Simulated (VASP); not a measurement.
# Si: single point with PBE

The system is Si.

```xyz
8
Lattice="-3.1952 3.1952 3.3262 3.1952 -3.1952 3.3262 3.1952 3.1952 -3.3262" Properties=species:S:1:pos:R:3 pbc="T T T"
Si    0.6482    0.6482    0.6747
Si   -0.6482    2.5470    0.6747
Si    0.6482   -0.6482    2.6515
Si    2.5470    0.6482   -0.6747
Si    2.5470    2.5470    2.6515
Si    0.6482    3.8434   -0.6747
Si   -0.6482    0.6482    4.0009
Si    3.8434   -0.6482    0.6747
```

| Quantity | Value |
| --- | --- |
| Program | VASP 6.6.1 |
| Task | single point |
| Functional | PBE |
| Potentials or basis | VASP PAW PBE potentials, release 64 (Si) |
| Cutoff | 520 eV |
| k mesh | 10 × 10 × 10 |
| Occupations | gaussian, width 0.15 eV |
| Spin | no spin polarisation |

| Quantity | Value |
| --- | --- |
| Pressure | 9.5 GPa |
| Largest force | 0.546 eV/Å |
| Band gap on the k mesh | zero (bands 16 and 17 overlap by 0.24 eV) |

Forces on the atoms (eV/Å):
```
Si   0.354 -0.027  0.414
Si  -0.354  0.027  0.414
Si   0.354  0.027 -0.414
Si  -0.354 -0.027 -0.414
Si  -0.354  0.027 -0.414
Si   0.354 -0.027 -0.414
Si  -0.354 -0.027  0.414
Si   0.354  0.027  0.414
```

Stress tensor (GPa, compression positive):
```
11.72  0.00  0.00
 0.00 11.83  0.00
 0.00  0.00  4.89
```

Levels at points of the mesh, in eV from the Fermi level:
| k point | band 14 | band 15 | band 16 | band 17 | band 18 | band 19 |
| --- | --- | --- | --- | --- | --- | --- |
| (0.00, 0.00, 0.00) | -1.78 | -1.34 | -0.69 | 1.16 | 2.00 | 2.07 |
| (0.50, 0.00, 0.00) | -2.18 | -1.18 | -1.18 | 0.18 | 0.18 | 2.22 |
| (0.00, 0.50, 0.00) | -2.28 | -1.44 | -1.44 | 0.55 | 0.55 | 2.13 |
| (0.50, 0.50, 0.00) | -2.22 | -1.49 | -1.49 | 0.41 | 0.41 | 1.94 |
| (0.50, 0.50, 0.50) | -0.53 | 0.02 | 0.22 | 0.44 | 2.68 | 2.71 |

Run time: 4.1 min on 1 thread of Intel(R) Xeon(R) 6975P-C (Granite Rapids), with other jobs on the host, peak memory 0.53 GiB.

Caveat: the stress differs along the axes, from 5 to 12 GPa; semilocal functionals underestimate gaps, and a narrow one can read as zero.
